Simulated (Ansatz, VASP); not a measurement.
# One calculation of Ir2O, two programs

INCAR

```
  PREC = Accurate
  ENCUT = 520
  EDIFF = 1E-6
  ISMEAR = 0
  SIGMA = 0.1
  LREAL = False
  LASPH = True
  NELM = 150
  ALGO = Normal
  ISIF = 2
  LWAVE = False
  LCHARG = False
  ISPIN = 2
  MAGMOM = 1 1 0
  LORBIT = 11
  LMAXMIX = 4
  GGA = PE
  NBANDS = 23
```

File KPOINTS:

```
Automatic mesh
0
Gamma
  6 6 4
```

Contents of POSCAR:

```
Ir2O
1.0
    2.8263853400      0.0000000000      0.0000000000
   -1.4131926700      2.4477215100      0.0000000000
    0.0000000000      0.0000000000      5.2504696100
Ir O
2 1
Direct
    0.0000000000      0.0000000000      0.7956741500
    0.0000000000      0.0000000000      0.2043258500
    0.0000000000      0.0000000000      0.5000000000
```

Input for Ansatz:

```yaml
crystal:
  lattice:
    - [2.82638534, 0.0, 0.0]
    - [-1.41319267, 2.44772151, 0.0]
    - [0.0, 0.0, 5.25046961]
  atoms:
    - { symbol: Ir, position: [0.0, 0.0, 0.79567415], spin: 1.0 }
    - { symbol: Ir, position: [0.0, 0.0, 0.20432585], spin: 1.0 }
    - { symbol: O, position: [0.0, 0.0, 0.5] }
basis:
  ecutwfc: 420
kpoints:
  mp_grid: { grid: [6, 6, 4] }
hamiltonian:
  xc: pbe
scf:
  occupations: { method: gaussian, width: 0.1 }
  lower_state_search: "off"
output:
  forces: true
  stress: true
  eigenvalues: true
  populations: true
magnetization:
  spin_polarized: true
```

Alike in both runs: task single point; functional PBE; k mesh 6 × 6 × 4; occupations gaussian, width 0.1 eV; collinear spin.

|  | VASP | Ansatz |
| --- | --- | --- |
| version | VASP 6.6.1 | Ansatz 0.2.0 |
| potentials or method | VASP PAW PBE potentials, release 64 (Ir, O), cutoff 520 eV | scalar-relativistic, plane waves, PAW |
| valence electrons in the cell | 24 | 40 |

```csv
,VASP,Ansatz,Ansatz less VASP
gap on the k mesh at the Fermi level (eV),none,none,-
rms of the force components (eV/Å),6.193,5.729,-0.4645
net moment per atom (μB),0.00,0.00,0.000
```

Atom by atom the forces differ by 0.465 eV/Å (rms over components). A gap of «none» marks a metal or a gap that the smearing closes. With one functional, cell and mesh, what is left measures potentials, basis and numerics. VASP's potentials hold 24 valence electrons a cell and Ansatz's 40, so a difference there can come from the potentials and not from the codes. Ansatz's warnings: seeded moment not kept.

The k mesh is coarse, so the values compare programs but aren't converged. Neither program's run includes spin-orbit coupling.
